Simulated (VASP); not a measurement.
Write the native input for VASP 6.6.1 that does the following.

```
Task                   : relaxation of cell and atoms
Functional             : PBE
Potentials or basis    : VASP PAW PBE potentials, release 64 (Ca_sv, Hf_pv)
Cutoff                 : 600 eV
k mesh                 : 4 × 6 × 4
Occupations            : gaussian, width 0.1 eV
Spin                   : no spin polarisation
Dipole correction      : no
Further INCAR settings : ALGO = Fast; EDIFF = 1e-07; IBRION = 2; EDIFFG = -0.04; NSW = 90; ISIF = 3
```

The structure of CaHf lies in POSCAR:

```
CaHf
1.0
    5.2160358019      0.0000000000      0.0000000000
    0.0000000000      3.4517883983      0.0000000000
    0.0000000000      0.0000000000      5.3256163860
Ca Hf
2 2
Direct
    0.7500000000      0.0000000000      0.6870000000
    0.2500000000      0.0000000000      0.3130000000
    0.7500000000      0.5000000000      0.1880000000
    0.2500000000      0.5000000000      0.8120000000
```

The input as run:

INCAR

```
SYSTEM = CaHf
ALGO = Fast
EDIFF = 1E-7
EDIFFG = -0.04
ENCUT = 600
GGA = PE
IBRION = 2
ISIF = 3
ISMEAR = 0
LASPH = .True.
LCHARG = .False.
LREAL = .False.
LWAVE = .False.
NELM = 100
NSW = 90
PREC = Accurate
SIGMA = 0.1
```

KPOINTS

```
k-points
0
Gamma
  4 6 4
  0 0 0
```

Potentials or basis: VASP PAW PBE potentials, release 64 (Ca_sv, Hf_pv).

Command:

```console
$ cat potpaw_PBE.64/Ca_sv/POTCAR potpaw_PBE.64/Hf_pv/POTCAR > POTCAR
$ mpirun -np 1 vasp_std > vasp.out
```

Results of the run:

```
Relaxed volume                         : 29.06 Å³/atom
Relaxed cell                           : a = 5.113 Å, b = 3.329 Å, c = 6.827 Å, α = 90.00°, β = 90.00°, γ = 90.00°
Space group after relaxing (to 0.05 Å) : Pmma (No. 51)
Energy gained by relaxing              : 301.1 meV/atom
Ionic steps                            : 15
Pressure after relaxing                : 0.0 GPa
Largest force after relaxing           : 0.028 eV/Å
Band gap on the k mesh                 : zero (band 20 reaches 3.56 eV, above the bottom of band 21 at 3.02 eV)
```

Caveat: the volume moved by over 15 % at a fixed basis, so the end points are rough; spin-orbit coupling is left out, which moves the levels of the heavy elements.

Run time: 29 min on 1 thread of Intel(R) Xeon(R) 6975P-C (Granite Rapids), on a shared host, peak memory 0.31 GiB.
